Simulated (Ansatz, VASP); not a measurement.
**Si2W in VASP and in Ansatz**

```xyz
9
Lattice="4.6144 0.0000 0.0000 -2.3072 3.9962 0.0000 0.0000 0.0000 6.6469" Properties=species:S:1:pos:R:3 pbc="T T T"
Si    2.3072    2.4382    3.3234
Si   -0.9579    3.2172    5.5391
Si    0.9579    3.2172    1.1078
Si    0.0000    1.5580    3.3234
Si    3.2651    0.7790    5.5391
Si    1.3493    0.7790    1.1078
W    -1.1536    1.9981    1.1078
W     1.1536    1.9981    5.5391
W     2.3072    0.0000    3.3234
```

Alike in both runs: task single point; functional PBE; k mesh 9 × 9 × 6; occupations gaussian, width 0.03 eV; no spin polarisation.

|  | VASP | Ansatz |
| --- | --- | --- |
| version | VASP 6.6.1 | Ansatz 0.2.0 |
| potentials or method | VASP PAW PBE potentials, release 64 (Si, W_sv), cutoff 520 eV | scalar-relativistic, plane waves, PAW |
| valence electrons in the cell | 66 | 66 |

|  | VASP | Ansatz | Ansatz less VASP |
| --- | --- | --- | --- |
| gap on the k mesh at the Fermi level (eV) | 0.46 | 0.46 | +0.002 |
| least direct gap on the mesh (eV) | 0.80 | 0.80 | +0.002 |
| pressure (GPa) | 9.6 | 9.6 | -0.03 |
| traceless stress, the component that is largest in VASP (GPa) | -2.88 | -2.91 | -0.037 |
| rms of the force components (eV/Å) | 1.665 | 1.664 | -0.0006 |

Atom by atom the forces differ by 0.001 eV/Å (rms over components).

Spin-orbit coupling is off throughout.
